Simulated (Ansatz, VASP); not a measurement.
Two plane-wave programs on Ag

```
CELL_PARAMETERS angstrom
2.88035 0.00000 0.00000
1.44018 2.49446 0.00000
1.44018 0.83149 2.35180
ATOMIC_POSITIONS crystal
Ag 0.00000 0.00000 0.00000
```

Alike in both runs: functional r2SCAN; dispersion rVV10; k mesh 13 × 13 × 13; no spin polarisation.

Ansatz relaxed the structure, and its values are those at the end. VASP's run is a single point on that final structure, the one shown.

|  | VASP | Ansatz |
| --- | --- | --- |
| version | VASP 6.6.1 | Ansatz 0.2.0 |
| potentials or method | VASP PAW PBE potentials, release 64 (Ag) | plane waves, PAW |
| plane-wave cutoff (eV) | 520 | 500 |
| occupations | methfessel-paxton of order 1, width 0.05 eV | cold, width 0.05 eV |
| valence electrons in the cell | 11 | 19 |

Ansatz gave:

```
pressure (GPa) : 0.0
```

What did VASP give for the same quantities?

Pressure (GPa): 0.5.

VASP's potentials were made for PBE, not for r2SCAN. VASP's potentials hold 11 valence electrons a cell and Ansatz's 19, so a difference there can come from the potentials and not from the codes.
